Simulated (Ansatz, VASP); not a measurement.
## Two plane-wave programs on BiTe

```
Bi Te
1.0
     2.54384    1.46869    3.48316
    -2.54384    1.46869    3.48316
     0.00000   -2.93738    3.48316
Bi Te
1 1
Cartesian
  0.0000 0.0000 5.2247
  0.0000 0.0000 0.0000
```

Change from the starting cell: strain +0.050 along x and y, +0.050 along z, atoms carried along.

Alike in both runs: task single point; functional PBE; k mesh 12 × 12 × 12; occupations gaussian, width 0.15 eV; no spin polarisation.

```csv
,VASP,Ansatz
version,VASP 6.6.1,Ansatz 0.2.0
potentials or method,"VASP PAW PBE potentials, release 64 (Bi_d, Te), cutoff 520 eV","scalar-relativistic, plane waves, PAW"
valence electrons in the cell,21,31
```

```csv
,VASP,Ansatz,Ansatz less VASP
gap on the k mesh at the Fermi level (eV),none,none,-
pressure (GPa),-5.1,-5.0,+0.06
"traceless stress, the component that is largest in VASP (GPa)",1.08,1.08,0.000
```

A gap of «none» marks a metal or a gap that the smearing closes. VASP's potentials hold 21 valence electrons a cell and Ansatz's 31, so a difference there can come from the potentials and not from the codes.

Spin-orbit coupling is off throughout.
